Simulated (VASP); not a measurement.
WS2, 3 atoms in the cell. The structure is trigonal, space group R3m (No. 160). The conventional cell has a = 3.158 Å, b = 3.158 Å, c = 18.490 Å, α = 90.00°, β = 90.00°, γ = 120.00°. W (site symmetry 3m) has 6 S at 2.39 to 2.42 Å and 6 W at 3.16 Å within 3.2 Å. Within 3.2 Å of S (site symmetry 3m) lie 3 W at 2.39 Å and 7 S at 3.13 to 3.16 Å. S (site symmetry 3m) has 3 W at 2.42 Å and 7 S at 3.13 to 3.16 Å within 3.2 Å. 

```yaml
Program: VASP 6.6.1
Task: single point
Functional: PBEsol
Potentials_or_basis: VASP PAW PBE potentials, release 64 (W_sv, S)
Cutoff: 520 eV
k_mesh: 4 × 4 × 4
Occupations: fermi-dirac, width 0.05 eV
Spin: no spin polarisation
Dipole_correction: no
Further_INCAR_settings: ALGO = Normal; EDIFF = 1e-07; NBANDS = 20
```

Potentials or basis: VASP PAW PBE potentials, release 64 (W_sv, S).

Command:

```bash
$ cat potpaw_PBE.64/W_sv/POTCAR potpaw_PBE.64/S/POTCAR > POTCAR
$ mpirun -np 1 vasp_std > vasp.out
```

Hardware: 1 thread of Intel(R) Xeon(R) Platinum 8259CL CPU @ 2.50GHz (Skylake/Cascade Lake) (shared host).

**Question.** Estimate the wall time of this run.

**Answer.** It took 48 s on 1 thread of Intel(R) Xeon(R) Platinum 8259CL CPU @ 2.50GHz (Skylake/Cascade Lake), on a shared host, peak memory 0.31 GiB. Counts: scf iterations 15, k points 13.
